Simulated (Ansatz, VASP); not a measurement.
# MnS: VASP beside Ansatz

```
Mn S
1.0
     3.97600    0.00000    0.00000
    -1.98800    3.44332    0.00000
     0.00000    0.00000    6.43200
Mn S
2 2
Direct
  0.33333 0.66667 0.00000
  0.66667 0.33333 0.50000
  0.33333 0.66667 0.38500
  0.66667 0.33333 0.88500
```

Alike in both runs: task single point; functional r2SCAN; k mesh 4 × 4 × 2; occupations fermi-dirac, width 0.01 eV; collinear spin; Hubbard terms Mn d U = 4.4 eV, J = 0.9 eV.

```csv
,VASP,Ansatz
version,VASP 6.6.1,Ansatz 0.2.0
potentials or method,"VASP PAW PBE potentials, release 64 (Mn_pv, S)","plane waves, PAW"
plane-wave cutoff (eV),520,500
valence electrons in the cell,38,42
```

```tsv
	VASP	Ansatz	Ansatz less VASP
gap on the k mesh at the Fermi level (eV)	2.79	2.78	-0.002
net moment per atom (μB)	0.00	0.00	0.000
size of the moment on the site where the two differ most (μB)	4.57	4.36	-0.204
```

VASP's potentials were made for PBE, not for r2SCAN. Site moments also hang on the region over which each program counts them. The programs project onto different local orbitals, so the same U acts differently, and such runs can settle in different states. VASP's potentials hold 38 valence electrons a cell and Ansatz's 42, so a difference there can come from the potentials and not from the codes. Ansatz's warnings: stability check not made.

The k mesh is coarse, so the values compare programs but aren't converged.
